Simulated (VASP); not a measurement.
A run of VASP 6.6.1 is set up as follows.

File INCAR:

```
SYSTEM = Li
PREC = Accurate
ENCUT = 600
EDIFF = 1E-6
ISMEAR = -1
SIGMA = 0.08
LREAL = .FALSE.
LASPH = .TRUE.
NELM = 80
ALGO = Normal
ISIF = 3
LWAVE = .FALSE.
LCHARG = .FALSE.
GGA = PE
IBRION = 2
NSW = 60
EDIFFG = -0.005
PSTRESS = 160.0
```

KPOINTS

```
Automatic mesh
0
G
  18 18 16
  0 0 0
```

Contents of POSCAR:

```
Li
1.0
    2.4839290094      0.0000000000      0.0000000000
   -1.2419645047      2.1511456234      0.0000000000
    0.0000000000      0.0000000000      2.3348932689
Li
1
Direct
    0.0000000000      0.0000000000      0.0000000000
```

Potentials or basis: VASP PAW PBE potentials, release 64 (Li_sv).

Command:

```sh
$ cat potpaw_PBE.64/Li_sv/POTCAR > POTCAR
$ mpirun -np 1 vasp_std > vasp.out
```

Predict the relaxed volume.

11.97 Å³/atom.

Predict the space group after relaxing (to 0.05 Å).

P6/mmm (No. 191).

Predict the relaxed cell.

a = 2.477 Å, b = 2.477 Å, c = 2.253 Å, α = 90.00°, β = 90.00°, γ = 120.00°.

Final structure:
```cif
data_structure
_symmetry_space_group_name_H-M 'P 1'
_symmetry_Int_Tables_number 1
_cell_length_a 2.4772
_cell_length_b 2.4772
_cell_length_c 2.2532
_cell_angle_alpha 90.000
_cell_angle_beta 90.000
_cell_angle_gamma 120.000
_cell_volume 11.97
loop_
_atom_site_label
_atom_site_type_symbol
_atom_site_fract_x
_atom_site_fract_y
_atom_site_fract_z
_atom_site_occupancy
Li1 Li 0.00000 0.00000 0.00000 1
```

Caveat: the cutoff is under 1.25 times the usual one of these potentials, so pressure, stress and relaxed cells hold a basis-set (Pulay) error; the cell is relaxed towards a set pressure, so the enthalpy falls and the energy may rise.
